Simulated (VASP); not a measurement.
Input of a VASP 6.6.1 run:

The input POSCAR:

```
Sn
1.0
   -1.7265390000      1.7755470000      2.3383420000
    1.7265390000     -1.7755470000      2.3383420000
    1.7265390000      1.7755470000     -2.3383420000
Sn
1
Direct
    0.0000000000      0.0000000000      0.0000000000
```

The input INCAR.step1:

```
SYSTEM = Sn
PREC = Accurate ; ENCUT = 520
ISMEAR = -1 ; SIGMA = 0.05
LREAL = .False. ; LASPH = .True.
NELM = 60 ; NBANDS = 13
GGA = PE ; ALGO = Normal
EDIFF = 1E-4 ; LWAVE = .True.
LCHARG = .False.
```

File INCAR.step2:

```
SYSTEM = Sn
PREC = Accurate ; ENCUT = 520
EDIFF = 1E-6 ; ISMEAR = -1
SIGMA = 0.05 ; LREAL = .False.
LASPH = .True. ; NELM = 60
ALGO = Normal ; ISIF = 2
LWAVE = .False. ; LCHARG = .True.
METAGGA = R2SCAN ; LMIXTAU = .True.
LELF = .True. ; LVHAR = .True.
NBANDS = 13 ; ISTART = 1
```

KPOINTS

```
Automatic mesh
0
Gamma
  11 11 11
  0 0 0
```

Potentials or basis: VASP PAW PBE potentials, release 64 (Sn_d).

The run is started by

```console
$ cat potpaw_PBE.64/Sn_d/POTCAR > POTCAR
$ cp INCAR.step1 INCAR
$ mpirun -np 1 vasp_std > vasp.out
$ cp INCAR.step2 INCAR
$ mpirun -np 1 vasp_std > vasp.out
```

Problem. What does it give for the band gap on the k mesh?

Solution. Zero (bands 7 and 8 overlap by 9.32 eV).

Problem. Predict the pressure.

Solution. -2.2 GPa.

Stress tensor (GPa, compression positive):
```
-1.63  0.00  0.00
 0.00 -3.10  0.00
 0.00  0.00 -1.91
```

Caveat: the PAW data sets were made with another functional, which shifts forces and pressure a little; spin-orbit coupling is left out, which moves the levels of the heavy elements.
